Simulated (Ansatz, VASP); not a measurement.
One calculation of Ti3W, two programs

Contents of INCAR:

```
SYSTEM = Ti3W
  ALGO = Fast
  EDIFF = 1E-6
  ENCUT = 520
  GGA = PE
  ISIF = 2
  ISMEAR = 0
  LASPH = .TRUE.
  LCHARG = .FALSE.
  LREAL = .FALSE.
  LWAVE = .FALSE.
  NBANDS = 33
  NELM = 60
  PREC = Accurate
  SIGMA = 0.1
```

Contents of KPOINTS:

```
k-points
0
G
  4 4 4
  0 0 0
```

File POSCAR:

```
Ti3W
1.0
    3.9175775200      0.0000000000      0.0000000000
    0.0000000000      3.9175775200      0.0000000000
    0.0000000000      0.0000000000      3.9175775200
Ti W
3 1
Direct
    0.5000000000      0.0000000000      0.5000000000
    0.0000000000      0.5000000000      0.5000000000
    0.5000000000      0.5000000000      0.0000000000
    0.0000000000      0.0000000000      0.0000000000
```

Input for Ansatz:

```yaml
crystal:
  lattice:
    - [3.91757752, 0.0, 0.0]
    - [0.0, 3.91757752, 0.0]
    - [0.0, 0.0, 3.91757752]
  atoms:
    - { symbol: Ti, position: [0.5, 0.0, 0.5] }
    - { symbol: Ti, position: [0.0, 0.5, 0.5] }
    - { symbol: Ti, position: [0.5, 0.5, 0.0] }
    - { symbol: W, position: [0.0, 0.0, 0.0] }
basis:
  ecutwfc: 420
kpoints:
  mp_grid: { grid: [4, 4, 4] }
hamiltonian:
  xc: pbe
scf:
  occupations: { method: gaussian, width: 0.1 }
  lower_state_search: "off"
output:
  forces: true
  stress: true
  eigenvalues: true
```

Alike in both runs: task single point; functional PBE; k mesh 4 × 4 × 4; occupations gaussian, width 0.1 eV; no spin polarisation.

|  | VASP | Ansatz |
| --- | --- | --- |
| version | VASP 6.6.1 | Ansatz 0.2.0 |
| potentials or method | VASP PAW PBE potentials, release 64 (Ti_sv, W_sv), cutoff 520 eV | scalar-relativistic, plane waves, PAW |
| valence electrons in the cell | 50 | 50 |

|  | VASP | Ansatz | Ansatz less VASP |
| --- | --- | --- | --- |
| gap on the k mesh at the Fermi level (eV) | none | none | - |
| pressure (GPa) | 19.6 | 19.9 | +0.28 |

A gap of «none» marks a metal or a gap that the smearing closes. The functional is the same, so the differences come from potentials, cutoffs and numerics.

The k mesh is coarse, so the values compare programs but aren't converged. Spin-orbit coupling is off throughout.
